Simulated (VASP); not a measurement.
Wanted: the native input for a VASP 6.6.1 run.

- Task: single point
- Functional: r2SCAN
- Potentials or basis: VASP PAW PBE potentials, release 64 (Ga_d, N)
- Cutoff: 520 eV
- k mesh: 12 × 12 × 7
- Occupations: fermi-dirac, width 0.08 eV
- Spin: no spin polarisation
- Dipole correction: no
- Further INCAR settings: ALGO = Normal; EDIFF = 1e-06; NBANDS = 26

The system is GaN (NiAs type).

```
CELL_PARAMETERS angstrom
2.96746 0.00000 0.00000
-1.48373 2.56989 0.00000
0.00000 0.00000 5.03274
ATOMIC_POSITIONS crystal
Ga 0.00000 0.00000 0.00000
Ga 0.00000 0.00000 0.50000
N 0.33333 0.66667 0.25000
N 0.66667 0.33333 0.75000
```

The input as run:

POSCAR

```
GaN
1.0
    2.9674563568      0.0000000000      0.0000000000
   -1.4837281784      2.5698925896      0.0000000000
    0.0000000000      0.0000000000      5.0327427812
Ga N
2 2
Direct
    0.0000000000      0.0000000000      0.0000000000
    0.0000000000      0.0000000000      0.5000000000
    0.3333333333      0.6666666667      0.2500000000
    0.6666666667      0.3333333333      0.7500000000
```

INCAR.step1

```
SYSTEM = GaN
PREC = Accurate
ENCUT = 520
ISMEAR = -1
SIGMA = 0.08
LREAL = .FALSE.
LASPH = .TRUE.
NELM = 60
NBANDS = 26
GGA = PE
ALGO = Normal
EDIFF = 1E-4
LWAVE = .TRUE.
LCHARG = .FALSE.
```

INCAR.step2

```
SYSTEM = GaN
PREC = Accurate
ENCUT = 520
EDIFF = 1E-6
ISMEAR = -1
SIGMA = 0.08
LREAL = .FALSE.
LASPH = .TRUE.
NELM = 60
ALGO = Normal
ISIF = 2
LWAVE = .FALSE.
LCHARG = .FALSE.
METAGGA = R2SCAN
LMIXTAU = .TRUE.
NBANDS = 26
ISTART = 1
```

KPOINTS

```
Automatic mesh
0
G
  12 12 7
  0 0 0
```

Potentials or basis: VASP PAW PBE potentials, release 64 (Ga_d, N).

Launch:

```sh
$ cat potpaw_PBE.64/Ga_d/POTCAR potpaw_PBE.64/N/POTCAR > POTCAR
$ cp INCAR.step1 INCAR
$ mpirun -np 1 vasp_std > vasp.out
$ cp INCAR.step2 INCAR
$ mpirun -np 1 vasp_std > vasp.out
```

Results of the run:

```yaml
Pressure: 1.1 GPa
Band_gap_on_the_k_mesh: 1.88 eV (least direct gap 2.27 eV)
```

Caveat: the PAW data sets were made with another functional, which shifts forces and pressure a little.

Wall time 2.5 min on 1 thread of Intel(R) Xeon(R) Platinum 8488C (Sapphire Rapids), with other jobs on the host, peak memory 0.21 GiB.
